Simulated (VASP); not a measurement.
A run of VASP 6.6.1:

File INCAR:

```
SYSTEM = Sc3C
PREC     = Accurate       ! precision mode
ENCUT    = 600            ! plane-wave cutoff, eV
EDIFF    = 1E-6           ! SCF threshold, eV
ISMEAR   = 0              ! smearing method
SIGMA    = 0.1            ! smearing width, eV
LREAL    = .False.        ! projectors in reciprocal space
LASPH    = .True.         ! aspherical terms in the spheres
NELM     = 120            ! most SCF steps
ALGO     = Normal         ! electronic algorithm
ISIF     = 2              ! what is computed and relaxed
LWAVE    = .False.        ! write WAVECAR
LCHARG   = .False.        ! write CHGCAR
GGA      = PE             ! functional
NBANDS   = 26             ! bands
GGA_COMPAT= .False.
```

KPOINTS

```
Automatic mesh
0
Gamma
  12 12 12
  0 0 0
```

The input POSCAR:

```
Sc3C
1.0
    0.0000000000      3.2183766966      3.2183766966
    3.2183766966      0.0000000000      3.2183766966
    3.2183766966      3.2183766966      0.0000000000
Sc C
3 1
Direct
    0.2500000000      0.2500000000      0.2500000000
    0.0000000000      0.0000000000      0.0000000000
    0.7500000000      0.7500000000      0.7500000000
    0.5000000000      0.5000000000      0.5000000000
```

Potentials or basis: VASP PAW PBE potentials, release 64 (Sc_sv, C).

Command:

```sh
$ cat potpaw_PBE.64/Sc_sv/POTCAR potpaw_PBE.64/C/POTCAR > POTCAR
$ mpirun -np 1 vasp_std > vasp.out
```

Hardware: 1 thread of Intel(R) Xeon(R) 6975P-C (Granite Rapids), on a shared host.

Task: Estimate the wall time of this run.

Result: Run time: 68 s on 1 thread of Intel(R) Xeon(R) 6975P-C (Granite Rapids), with other jobs on the host, peak memory 0.29 GiB. Counts: scf iterations 15, k points 72.
